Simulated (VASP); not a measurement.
Write the native input for VASP 6.6.1 that does the following.

- Task: single point
- Functional: PBEsol
- Potentials or basis: VASP PAW PBE potentials, release 64 (Sr_sv, Y_sv, Zr_sv, O)
- Cutoff: 520 eV
- k mesh: 1 × 1 × 1, shifted
- Occupations: fermi-dirac, width 0.05 eV
- Spin: no spin polarisation
- Dipole correction: no
- Further INCAR settings: LREAL = Auto; ALGO = Normal; EDIFF = 1e-07; NBANDS = 185; ISYM = 0

The structure of Sr4YZr3O12 (a cell with a defect) lies in POSCAR:

```
Sr4YZr3O12
1.0
    8.2600000000      0.0000000000      0.0000000000
    0.0000000000      8.2600000000      0.0000000000
    0.0000000000      0.0000000000      8.2600000000
Sr Y Zr O
8 2 6 24
Direct
    0.9981010000      0.0206710000      0.9843800000
    0.9960690000      0.0084250000      0.4764960000
    0.9966440000      0.5189310000      0.9779230000
    0.9968690000      0.5220120000      0.4871460000
    0.5023100000      0.9781270000      0.0117190000
    0.5025960000      0.9811300000      0.5220740000
    0.5021150000      0.4911340000      0.0229880000
    0.5002220000      0.4783880000      0.5148400000
    0.2494840000      0.2498100000      0.2499010000
    0.2497280000      0.2501930000      0.7498470000
    0.2496480000      0.7503640000      0.2496490000
    0.2497160000      0.7499180000      0.7495630000
    0.7498520000      0.2498890000      0.2499230000
    0.7499480000      0.2498680000      0.7497210000
    0.7493820000      0.7499130000      0.2496720000
    0.7495540000      0.7496900000      0.7497510000
    0.1887970000      0.2976830000      0.9999450000
    0.3133980000      0.2051000000      0.4995500000
    0.2834840000      0.7066210000      0.9998270000
    0.2155990000      0.7943270000      0.4991650000
    0.7971740000      0.2828750000      0.9998380000
    0.7028350000      0.2163990000      0.5001040000
    0.7134460000      0.7158750000      0.9997860000
    0.7858070000      0.7835680000      0.4998150000
    0.9890320000      0.2783700000      0.3143710000
    0.9893820000      0.1890420000      0.7158160000
    0.9984480000      0.6995040000      0.2268910000
    0.9980510000      0.7814330000      0.7932200000
    0.5105530000      0.2210220000      0.1856200000
    0.5107250000      0.3098380000      0.7843000000
    0.5007650000      0.8008280000      0.2724540000
    0.5015090000      0.7179440000      0.7061320000
    0.2015970000      0.9899000000      0.2039080000
    0.2971250000      0.9896680000      0.7949380000
    0.2975950000      0.5103820000      0.2943410000
    0.2034810000      0.5104690000      0.7027120000
    0.7923490000      0.9983330000      0.2177710000
    0.7055200000      0.9988290000      0.7823900000
    0.7071950000      0.5012770000      0.2819280000
    0.7946100000      0.5004930000      0.7174280000
```

One way to write it, as run:

INCAR

```
PREC = Accurate
ENCUT = 520
EDIFF = 1E-7
ISMEAR = -1
SIGMA = 0.05
LREAL = Auto
LASPH = True
NELM = 80
ALGO = Normal
ISIF = 2
LWAVE = False
LCHARG = False
GGA = PS
NBANDS = 185
ISYM = 0
```

KPOINTS

```
Automatic mesh
0
Gamma
  1 1 1
  0.25 0.25 0.25
```

Potentials or basis: VASP PAW PBE potentials, release 64 (Sr_sv, Y_sv, Zr_sv, O).

Launch:

```console
$ cat potpaw_PBE.64/Sr_sv/POTCAR potpaw_PBE.64/Y_sv/POTCAR potpaw_PBE.64/Zr_sv/POTCAR potpaw_PBE.64/O/POTCAR > POTCAR
$ mpirun -np 1 vasp_std > vasp.out
```

It gave:

```yaml
Pressure: 0.2 GPa
Largest_force: 0.082 eV/Å
Band_gap_on_the_k_mesh: 0.05 eV
```

Caveat: the smearing spreads over this small gap; the PAW data sets were made with another functional, which shifts forces and pressure a little.

Run time: 45 min on 1 thread of Intel Xeon 8259CL, with other jobs on the host, peak memory 0.75 GiB.
